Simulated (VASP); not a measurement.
# PbS (Fm-3m) in VASP: notebook

PbS is run at these levels: PBE-based screened hybrid with 15 % exact exchange, HSE06, PBEsol; tasks: single point.

All numbers are computed with VASP 6.6.1; they aren't measurements. Logs are shortened: lines on timing, memory, paths and dates and some standing lists are left out, and cuts for length are marked.

**1. The cell of the first run**

The structure is cubic, space group Fm-3m (No. 225). Conventional cell: a = 5.941 Å, b = 5.941 Å, c = 5.941 Å, α = 90.00°, β = 90.00°, γ = 90.00°. Pb (site symmetry m-3m) has 6 S at 2.97 Å within 3.9 Å. S (site symmetry m-3m) has 6 Pb at 2.97 Å within 3.9 Å.

**2. Single point, PBE-based screened hybrid with 15 % exact exchange**

POSCAR

```
PbS
1.0
    0.0000000000      2.9705683225      2.9705683225
    2.9705683225      0.0000000000      2.9705683225
    2.9705683225      2.9705683225      0.0000000000
Pb S
1 1
Direct
    0.0000000000      0.0000000000      0.0000000000
    0.5000000000      0.5000000000      0.5000000000
```

INCAR.step1

```
ALGO = Normal
EDIFF = 1E-5
ENCUT = 520
GGA = PE
ISIF = 2
ISMEAR = 0
LASPH = True
LREAL = False
LWAVE = True
NBANDS = 17
NELM = 80
PREC = Accurate
SIGMA = 0.01
```

INCAR.step2

```
AEXX = 0.15
ALGO = Normal
EDIFF = 1E-6
ENCUT = 520
GGA = PE
HFSCREEN = 0.5
ISIF = 2
ISMEAR = 0
ISTART = 1
LASPH = True
LCHARG = True
LELF = True
LHFCALC = True
LREAL = False
LVHAR = True
LWAVE = False
NBANDS = 17
NELM = 80
PREC = Accurate
PRECFOCK = Normal
SIGMA = 0.01
```

KPOINTS

```
k-points
0
Gamma
  4 4 4
```

Potentials or basis: VASP PAW PBE potentials, release 64 (Pb_d, S).

Started as:

```sh
> cat potpaw_PBE.64/Pb_d/POTCAR potpaw_PBE.64/S/POTCAR > POTCAR
> cp INCAR.step1 INCAR
> mpirun -np 1 vasp_std > vasp.out
> cp INCAR.step2 INCAR
> mpirun -np 1 vasp_std > vasp.out
```

OUTCAR:

```text
AEXX = 0.15
   EDIFF = 1E-6
   ENCUT = 520
   GGA = PE
   HFSCREEN = 0.5
   ISIF = 2
   ISMEAR = 0
   ISTART = 1
   LASPH = True
   LHFCALC = True
   LREAL = False
   NELM = 80
   PREC = Accurate
   PRECFOCK = Normal

 ion  position               nearest neighbor table
   1  0.000  0.000  0.000-   2 2.97   2 2.97   2 2.97   2 2.97   2 2.97   2 2.97
   2  0.500  0.500  0.500-   1 2.97   1 2.97   1 2.97   1 2.97   1 2.97   1 2.97

  LATTYP: Found a face centered cubic cell.
 ALAT       =     5.9411366450

  Lattice vectors:

 A1 = (   0.0000000000,   2.9705683225,   2.9705683225)
 A2 = (   2.9705683225,   0.0000000000,   2.9705683225)
 A3 = (   2.9705683225,   2.9705683225,   0.0000000000)

Analysis of symmetry for initial positions (statically):
=====================================================================
 Subroutine PRICEL returns:
 Original cell was already a primitive cell.

 Routine SETGRP: Setting up the symmetry group for a
 face centered cubic supercell.

 Subroutine GETGRP returns: Found 48 space group operations
 (whereof 48 operations were pure point group operations)
 out of a pool of 48 trial point group operations.

The static configuration has the point symmetry O_h .

Analysis of symmetry for dynamics (positions and initial velocities):
=====================================================================
 Subroutine PRICEL returns:
 Original cell was already a primitive cell.

 Routine SETGRP: Setting up the symmetry group for a
 face centered cubic supercell.

 Subroutine GETGRP returns: Found 48 space group operations
 (whereof 48 operations were pure point group operations)
 out of a pool of 48 trial point group operations.

The dynamic configuration has the point symmetry O_h .

 Subroutine INISYM returns: Found 48 space group operations
 (whereof 48 operations are pure point group operations),
 and found     1 'primitive' translations

----------------------------------------------------------------------------------------

                                     Primitive cell

  volume of cell :      52.4262

  direct lattice vectors                    reciprocal lattice vectors
     0.000000000  2.970568323  2.970568323    -0.168317960  0.168317960  0.168317960
     2.970568323  0.000000000  2.970568323     0.168317960 -0.168317960  0.168317960
     2.970568323  2.970568323  0.000000000     0.168317960  0.168317960 -0.168317960

  length of vectors
     4.201018010  4.201018010  4.201018010     0.291535258  0.291535258  0.291535258

  position of ions in fractional coordinates (direct lattice)
     0.000000000  0.000000000  0.000000000
     0.500000000  0.500000000  0.500000000

  ion indices of the primitive-cell ions
   primitive index   ion index
                 1           1
                 2           2

----------------------------------------------------------------------------------------

 KPOINTS: k-points

Automatic generation of k-mesh.
 Grid dimensions read from file:
 generate k-points for:    4    4    4

 Generating k-lattice:

  Cartesian coordinates                     Fractional coordinates (reciprocal lattice)
    -0.042079490  0.042079490  0.042079490     0.250000000  0.000000000  0.000000000
     0.042079490 -0.042079490  0.042079490     0.000000000  0.250000000  0.000000000
     0.042079490  0.042079490 -0.042079490     0.000000000  0.000000000  0.250000000

  Length of vectors
     0.072883815  0.072883815  0.072883815

  Shift w.r.t. Gamma in fractional coordinates (k-lattice)
     0.000000000  0.000000000  0.000000000

 Subroutine IBZKPT returns following result:
 ===========================================

 Found      8 irreducible k-points:

 Following reciprocal coordinates:
            Coordinates               Weight
  0.000000  0.000000  0.000000      1.000000
  0.250000  0.000000  0.000000      8.000000
  0.500000  0.000000  0.000000      4.000000
  0.250000  0.250000  0.000000      6.000000
  0.500000  0.250000  0.000000     24.000000
 -0.250000  0.250000  0.000000     12.000000
  0.500000  0.500000  0.000000      3.000000
 -0.250000  0.500000  0.250000      6.000000
   k-points           NKPTS =      8   k-points in BZ     NKDIM =     64   number of bands    NBANDS=     17
   number of dos      NEDOS =    301   number of ions     NIONS =      2
   total plane-waves  NPLWV =  32768
   dimension x,y,z NGX =    32 NGY =   32 NGZ =   32
   dimension x,y,z NGXF=    64 NGYF=   64 NGZF=   64
   ions per type =               1   1
   NGX,Y,Z   is equivalent  to a cutoff of  12.66, 12.66, 12.66 a.u.
   NGXF,Y,Z  is equivalent  to a cutoff of  25.33, 25.33, 25.33 a.u.
 SYSTEM =  unknown system
   PREC   = accura    normal or accurate (medium, high low for compatibility)
   ISTART =      1    job   : 0-new  1-cont  2-samecut
   ICHARG =      0    charge: 1-file 2-atom 10-const
   ISPIN  =      1    spin polarized calculation?
   LNONCOLLINEAR =      F non collinear calculations
[... 104 lines left out ...]
     16      13.8480      0.00000
     17      17.8206      0.00000

 k-point     3 :       0.5000    0.0000    0.0000
  band No.  band energies     occupation
      1     -11.9799      2.00000
      2     -11.9799      2.00000
      3     -11.9533      2.00000
      4     -11.9110      2.00000
      5     -11.9110      2.00000
      6      -7.2770      2.00000
      7      -3.3974      2.00000
      8       3.7868      2.00000
      9       3.7868      2.00000
     10       5.6835      2.00000
     11       6.1506      0.00000
     12       7.7755      0.00000
     13       7.7755      0.00000
     14      14.5552      0.00000
     15      16.0953      0.00000
     16      16.0953      0.00000
     17      16.5047      0.00000

 k-point     4 :       0.2500    0.2500    0.0000
  band No.  band energies     occupation
      1     -12.0066      2.00000
      2     -11.9687      2.00000
      3     -11.9352      2.00000
      4     -11.9280      2.00000
      5     -11.9280      2.00000
      6      -7.8147      2.00000
      7      -1.7350      2.00000
      8       2.7262      2.00000
      9       2.7262      2.00000
     10       3.8968      2.00000
     11       8.2509      0.00000
     12      10.5693      0.00000
     13      10.8043      0.00000
     14      10.8043      0.00000
     15      15.7558      0.00000
     16      15.9450      0.00000
     17      15.9480      0.00000

 k-point     5 :       0.5000    0.2500    0.0000
  band No.  band energies     occupation
      1     -12.0378      2.00000
      2     -11.9579      2.00000
      3     -11.9495      2.00000
      4     -11.9193      2.00000
      5     -11.9066      2.00000
      6      -7.0737      2.00000
      7      -2.7005      2.00000
      8       1.7912      2.00000
      9       2.7784      2.00000
     10       3.4009      2.00000
     11       8.6694      0.00000
     12       9.6663      0.00000
     13      10.1543      0.00000
     14      12.1882      0.00000
     15      16.5611      0.00000
     16      16.7263      0.00000
     17      17.3979      0.00000

 k-point     6 :      -0.2500    0.2500    0.0000
  band No.  band energies     occupation
      1     -11.9959      2.00000
      2     -11.9650      2.00000
      3     -11.9427      2.00000
      4     -11.9272      2.00000
      5     -11.9258      2.00000
      6      -7.3357      2.00000
      7      -2.7281      2.00000
      8       1.8378      2.00000
      9       3.6680      2.00000
     10       4.8561      2.00000
     11       7.2298      0.00000
     12       8.2576      0.00000
     13      10.1124      0.00000
     14      14.1977      0.00000
     15      14.6421      0.00000
     16      15.7865      0.00000
     17      16.6715      0.00000

 k-point     7 :       0.5000    0.5000    0.0000
  band No.  band energies     occupation
      1     -12.1035      2.00000
      2     -11.9808      2.00000
      3     -11.9228      2.00000
      4     -11.8979      2.00000
      5     -11.8979      2.00000
      6      -6.8361      2.00000
      7      -1.6663      2.00000
      8       0.3218      2.00000
      9       2.1073      2.00000
     10       2.1073      2.00000
     11       9.6718      0.00000
     12      11.4860      0.00000
     13      11.5955      0.00000
     14      11.5955      0.00000
     15      17.1477      0.00000
     16      18.2759      0.00000
     17      18.2783      0.00000

 k-point     8 :      -0.2500    0.5000    0.2500
  band No.  band energies     occupation
      1     -12.0591      2.00000
      2     -11.9471      2.00000
      3     -11.9405      2.00000
      4     -11.9405      2.00000
      5     -11.8978      2.00000
      6      -6.8027      2.00000
      7      -2.4443      2.00000
      8       1.1073      2.00000
      9       1.1073      2.00000
     10       4.5904      2.00000
     11       8.0127      0.00000
     12      10.5345      0.00000
     13      10.5345      0.00000
     14      14.0828      0.00000
     15      14.0828      0.00000
     16      17.9731      0.00000
     17      18.2673      0.00000

------------------------ aborting loop because EDIFF is reached ----------------------------------------

  FORCE on cell =-STRESS in cart. coord.  units (eV):
  Direction    XX          YY          ZZ          XY          YZ          ZX
  --------------------------------------------------------------------------------------
  -------------------------------------------------------------------------------------
  Total        0.4652971      0.4652971      0.4652971     -0.0000000     -0.0000000      0.0000000
  in kB       14.2197624     14.2197624     14.2197624     -0.0000000     -0.0000000      0.0000000
  external PRESSURE =      14.2197624 kB  Pullay stress =       0.0000000 kB

 VOLUME and BASIS-vectors are now :
 -----------------------------------------------------------------------------
  energy-cutoff  :      520.00
  volume of cell :       52.43
      direct lattice vectors                 reciprocal lattice vectors
     0.000000000  2.970568323  2.970568323    -0.168317960  0.168317960  0.168317960
     2.970568323  0.000000000  2.970568323     0.168317960 -0.168317960  0.168317960
     2.970568323  2.970568323  0.000000000     0.168317960  0.168317960 -0.168317960

 POSITION                                       TOTAL-FORCE (eV/Angst)
 -----------------------------------------------------------------------------------
      0.00000      0.00000      0.00000         0.000000     -0.000000     -0.000000
      2.97057      2.97057      2.97057         0.000000      0.000000      0.000000
 -----------------------------------------------------------------------------------
    total drift:                                0.000000     -0.000001      0.000000

  FREE ENERGIE OF THE ION-ELECTRON SYSTEM (eV)
  ---------------------------------------------------
  free  energy   TOTEN  =        -9.2295028834 eV

  energy  without entropy=       -9.2295028834  energy(sigma->0) =       -9.22950288
```

It took 4.7 min on 1 thread of AMD EPYC 7R13 (Zen 3), shared host; peak memory 0.26 GiB.

Results:

```yaml
Free_energy: -9.2295 eV
Pressure: 1.4 GPa
Band_gap_on_the_k_mesh: 0.47 eV
```

Levels at points of the mesh, in eV from the valence-band top:
```
           k point  band 7  band 8  band 9  band 10  band 11  band 12  band 13  band 14
(0.00, 0.00, 0.00)   -6.17   -2.28   -2.28    -2.28     5.42     5.42     5.42     6.91
(0.50, 0.00, 0.00)   -9.08   -1.90   -1.90     0.00     0.47     2.09     2.09     8.87
(0.50, 0.50, 0.00)   -7.35   -5.36   -3.58    -3.58     3.99     5.80     5.91     5.91
```

Caveat: the k points lie up to 0.46 Å⁻¹ apart; the PAW data sets were made with another functional, which shifts forces and pressure a little; spin-orbit coupling is left out, which moves the levels of the heavy elements. A k mesh can miss the band edges.

**3. Single point, HSE06**

POSCAR is that of step 2.

INCAR.step1

```
PREC     = Accurate       # precision mode
ENCUT    = 520            # plane-wave cutoff, eV
EDIFF    = 1E-5           # SCF threshold, eV
ISMEAR   = 1              # smearing method
SIGMA    = 0.05           # smearing width, eV
LREAL    = False          # projectors in reciprocal space
LASPH    = True           # aspherical terms in the spheres
NELM     = 100            # most SCF steps
ALGO     = Normal         # electronic algorithm
ISIF     = 2              # what is computed and relaxed
LWAVE    = True           # write WAVECAR
LCHARG   = False          # write CHGCAR
GGA      = PE             # functional
NBANDS   = 17             # bands
```

INCAR.step2

```
PREC     = Accurate       # precision mode
ENCUT    = 520            # plane-wave cutoff, eV
EDIFF    = 1E-7           # SCF threshold, eV
ISMEAR   = 1              # smearing method
SIGMA    = 0.05           # smearing width, eV
LREAL    = False          # projectors in reciprocal space
LASPH    = True           # aspherical terms in the spheres
NELM     = 100            # most SCF steps
ALGO     = Normal         # electronic algorithm
ISIF     = 2              # what is computed and relaxed
LWAVE    = False          # write WAVECAR
LCHARG   = False          # write CHGCAR
GGA      = PE             # functional
LHFCALC  = True           # exact exchange
HFSCREEN = 0.2079         # screening, 1/A
PRECFOCK = Normal       
ISTART   = 1            
NBANDS   = 17             # bands
```

KPOINTS

```
regular mesh
0
Gamma
  4 4 4
```

Potentials or basis: VASP PAW PBE potentials, release 64 (Pb_d, S).

Started as:

```sh
> cat potpaw_PBE.64/Pb_d/POTCAR potpaw_PBE.64/S/POTCAR > POTCAR
> cp INCAR.step1 INCAR
> mpirun -np 1 vasp_std > vasp.out
> cp INCAR.step2 INCAR
> mpirun -np 1 vasp_std > vasp.out
```

It took 7.8 min on 1 thread of AMD EPYC 7R13 (Zen 3), shared host; peak memory 0.26 GiB.

Results (log left out):

```yaml
Free_energy: -10.3917 eV
Pressure: 0.8 GPa
Band_gap_on_the_k_mesh: 0.82 eV
```

Levels at points of the mesh, in eV from the valence-band top:
```
           k point  band 7  band 8  band 9  band 10  band 11  band 12  band 13  band 14
(0.00, 0.00, 0.00)   -6.41   -2.52   -2.52    -2.52     6.03     6.03     6.03     7.44
(0.50, 0.00, 0.00)   -9.63   -2.12   -2.12     0.00     0.82     2.50     2.50     9.46
(0.50, 0.50, 0.00)   -7.70   -5.81   -3.89    -3.89     4.39     6.46     6.56     6.56
```

Caveat: the k points lie up to 0.46 Å⁻¹ apart; the PAW data sets were made with another functional, which shifts forces and pressure a little; spin-orbit coupling is left out, which moves the levels of the heavy elements.

**4. Single point, PBEsol**

INCAR

```
ALGO = Normal
EDIFF = 1E-7
ENCUT = 520
GGA = PS
ISIF = 2
ISMEAR = 0
LASPH = T
LCHARG = F
LREAL = F
LWAVE = F
NBANDS = 17
NELM = 80
PREC = Accurate
SIGMA = 0.01
```

KPOINTS

```
k-points
0
Gamma
  6 6 6
```

POSCAR is that of step 3.

Started as:

```sh
> cat potpaw_PBE.64/Pb_d/POTCAR potpaw_PBE.64/S/POTCAR > POTCAR
> mpirun -np 1 vasp_std > vasp.out
```

It took 18 s on 1 thread of Intel Xeon Platinum 8259CL at 2.50GHz (Skylake/Cascade Lake), shared host; peak memory 0.17 GiB.

Results (log left out):

| Property | Result |
| --- | --- |
| Free energy | -9.4560 eV |
| Pressure | -1.2 GPa |
| Band gap on the k mesh | 0.27 eV |

Levels at points of the mesh, in eV from the valence-band top:
```csv
k point,band 6,band 7,band 8,band 9,band 10,band 11,band 12,band 13,band 14,band 15
"(0.00, 0.00, 0.00)",-13.55,-6.06,-2.14,-2.14,-2.14,5.15,5.15,5.15,6.66,6.66
"(0.50, 0.00, 0.00)",-12.30,-8.86,-1.75,-1.75,0.00,0.27,1.91,1.91,8.49,10.11
"(0.50, 0.50, 0.00)",-11.87,-7.22,-5.21,-3.43,-3.43,3.75,5.51,5.63,5.63,11.18
```

Caveat: the PAW data sets were made with another functional, which shifts forces and pressure a little; spin-orbit coupling is left out, which moves the levels of the heavy elements.

**5. Single point, HSE06**

POSCAR is that of step 4.

INCAR.step1

```
SYSTEM = PbS
PREC = Accurate
ENCUT = 520
EDIFF = 1E-5
ISMEAR = 0
SIGMA = 0.01
LREAL = .False.
LASPH = .True.
NELM = 100
ALGO = Normal
ISIF = 2
LWAVE = .True.
LCHARG = .False.
NBANDS = 17
GGA = PE
```

INCAR.step2

```
SYSTEM = PbS
PREC = Accurate
ENCUT = 520
EDIFF = 1E-6
ISMEAR = 0
SIGMA = 0.01
LREAL = .False.
LASPH = .True.
NELM = 100
ALGO = Normal
ISIF = 2
LWAVE = .False.
LCHARG = .False.
GGA = PE
LHFCALC = .True.
HFSCREEN = 0.2079
PRECFOCK = Normal
NBANDS = 17
ISTART = 1
```

KPOINTS

```
Automatic mesh
0
Gamma
  4 4 4
  0 0 0
```

Started as:

```sh
> cat potpaw_PBE.64/Pb_d/POTCAR potpaw_PBE.64/S/POTCAR > POTCAR
> cp INCAR.step1 INCAR
> mpirun -np 1 vasp_std > vasp.out
> cp INCAR.step2 INCAR
> mpirun -np 1 vasp_std > vasp.out
```

Wall time 14 min (1 thread of Intel Xeon Platinum 8259CL at 2.50GHz (Skylake/Cascade Lake), shared host); peak memory 0.28 GiB.

It converged, with:

- Free energy: -10.3919 eV
- Pressure: 0.8 GPa
- Band gap on the k mesh: 0.82 eV

Levels at points of the mesh, in eV from the valence-band top:
```tsv
k point	band 6	band 7	band 8	band 9	band 10	band 11	band 12	band 13	band 14	band 15
(0.00, 0.00, 0.00)	-15.09	-6.41	-2.52	-2.52	-2.52	6.03	6.03	6.03	7.44	7.44
(0.50, 0.00, 0.00)	-13.79	-9.63	-2.12	-2.12	0.00	0.82	2.50	2.50	9.46	11.11
(0.50, 0.50, 0.00)	-13.31	-7.70	-5.81	-3.89	-3.89	4.39	6.46	6.56	6.56	12.20
```

Caveat: the k points lie up to 0.46 Å⁻¹ apart; the PAW data sets were made with another functional, which shifts forces and pressure a little; spin-orbit coupling is left out, which moves the levels of the heavy elements. A k mesh can miss the band edges.

**6. Summary**

```csv
level,k mesh,smearing,grid for exact exchange (PRECFOCK),share of exact exchange,screening parameter,gap on the mesh (eV),pressure (GPa)
PBE-based screened hybrid with 15 % exact exchange,4 × 4 × 4,gaussian 0.01 eV,Normal,0.15,0.5 1/Å,0.47,1.4
HSE06,4 × 4 × 4,methfessel-paxton 0.05 eV,Normal,0.25,0.2079 1/Å,0.82,0.8
PBEsol,6 × 6 × 6,gaussian 0.01 eV,-,-,-,0.27,-1.2
HSE06,4 × 4 × 4,gaussian 0.01 eV,Normal,0.25,0.2079 1/Å,0.82,0.8
```

Alike in all rows: task single point; potentials or basis VASP PAW PBE potentials, release 64 (Pb_d, S); no spin polarisation; cell as given; cutoff (eV) 520.

Caveats: some runs use coarse meshes; the PAW data sets were made with another functional, which shifts forces and pressure a little; spin-orbit coupling is left out, which moves the levels of the heavy elements.

Absolute energies hang on the potentials; compare differences alone.
